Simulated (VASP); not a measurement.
A run of VASP 6.6.1 is set up as follows.

POSCAR

```
Ag
1.0
    0.0000000000      2.0427500000      2.0427500000
    2.0427500000      0.0000000000      2.0427500000
    2.0427500000      2.0427500000      0.0000000000
Ag
1
Direct
    0.0000000000      0.0000000000      0.0000000000
```

INCAR.step1

```
ALGO = Normal ; EDIFF = 1E-4
ENCUT = 520 ; GGA = PE
ISMEAR = 1 ; LASPH = T
LCHARG = F ; LREAL = F
LWAVE = T ; NBANDS = 12
NELM = 80 ; PREC = Accurate
SIGMA = 0.05
```

The input INCAR.step2:

```
ALGO = Normal ; EDIFF = 1E-6
ENCUT = 520 ; ISIF = 2
ISMEAR = 1 ; ISTART = 1
LASPH = T ; LCHARG = F
LMIXTAU = T ; LREAL = F
LWAVE = F ; METAGGA = R2SCAN
NBANDS = 12 ; NELM = 80
PREC = Accurate ; SIGMA = 0.05
```

The input KPOINTS:

```
k-points
0
Gamma
  13 13 13
```

Potentials or basis: VASP PAW PBE potentials, release 64 (Ag).

Run with:

```bash
$ cat potpaw_PBE.64/Ag/POTCAR > POTCAR
$ cp INCAR.step1 INCAR
$ mpirun -np 1 vasp_std > vasp.out
$ cp INCAR.step2 INCAR
$ mpirun -np 1 vasp_std > vasp.out
```

(1) What does it give for the pressure?

Answers

(1) 1.4 GPa.

Caveat: the PAW data sets were made with another functional, which shifts forces and pressure a little.
